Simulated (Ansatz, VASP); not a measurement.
# One calculation of Ir, two programs

File POSCAR:

```
Ir
1.0
    2.6351739606      0.0000000000      0.0000000000
   -1.3175869803      2.2821275933      0.0000000000
    0.0000000000      0.0000000000      2.5832669021
Ir
1
Direct
    0.0000000000      0.0000000000      0.0000000000
```

Contents of INCAR.step1:

```
SYSTEM = Ir
PREC = Accurate ; ENCUT = 600
ISMEAR = 0 ; SIGMA = 0.1
LREAL = .FALSE. ; LASPH = .TRUE.
NELM = 80 ; GGA = PE
ALGO = Normal ; EDIFF = 1E-4
LWAVE = .TRUE. ; LCHARG = .FALSE.
```

Contents of INCAR.step2:

```
SYSTEM = Ir
PREC = Accurate ; ENCUT = 600
EDIFF = 1E-6 ; ISMEAR = 0
SIGMA = 0.1 ; LREAL = .FALSE.
LASPH = .TRUE. ; NELM = 80
ALGO = Normal ; ISIF = 3
LWAVE = .FALSE. ; LCHARG = .FALSE.
METAGGA = R2SCAN ; LMIXTAU = .TRUE.
IBRION = 2 ; NSW = 100
EDIFFG = -0.01 ; ISTART = 1
```

File KPOINTS:

```
regular mesh
0
G
  24 24 22
  0 0 0
```

Input for Ansatz:

```yaml
crystal:
  lattice:
    - [2.6351739606, 0.0, 0.0]
    - [-1.3175869803, 2.2821275933, 0.0]
    - [0.0, 0.0, 2.5832669021]
  atoms:
    - { symbol: Ir, position: [0.0, 0.0, 0.0] }
basis:
  ecutwfc: 500
kpoints:
  mp_grid: { grid: [24, 24, 22] }
hamiltonian:
  xc: r2scan
scf:
  occupations: { method: gaussian, width: 0.1 }
output:
  forces: true
  stress: true
  eigenvalues: true
relax:
  adjacent_minimum: "off"
  f_tol: 0.01
  max_steps: 80
  cell: { stress_tol: 0.05 }
```

Alike in both runs: task relaxation of cell and atoms; functional r2SCAN; k mesh 24 × 24 × 22; occupations gaussian, width 0.1 eV; no spin polarisation.

|  | VASP | Ansatz |
| --- | --- | --- |
| version | VASP 6.6.1 | Ansatz 0.2.0 |
| potentials or method | VASP PAW PBE potentials, release 64 (Ir), cutoff 600 eV | scalar-relativistic, plane waves, PAW |
| valence electrons in the cell | 9 | 17 |

```tsv
	VASP	Ansatz	Ansatz less VASP
gap on the k mesh at the Fermi level, each at its own relaxed structure (eV)	none	none	-
relaxed volume (Å³/atom)	15.66	15.56	-0.091
relaxed cell length with the largest relative difference (Å)	2.587	2.581	-0.0055
```

VASP's potentials were made for PBE, not for r2SCAN. A gap of «none» marks a metal or a gap that the smearing closes. VASP's potentials hold 9 valence electrons a cell and Ansatz's 17, so a difference there can come from the potentials and not from the codes.

Neither program's run includes spin-orbit coupling.
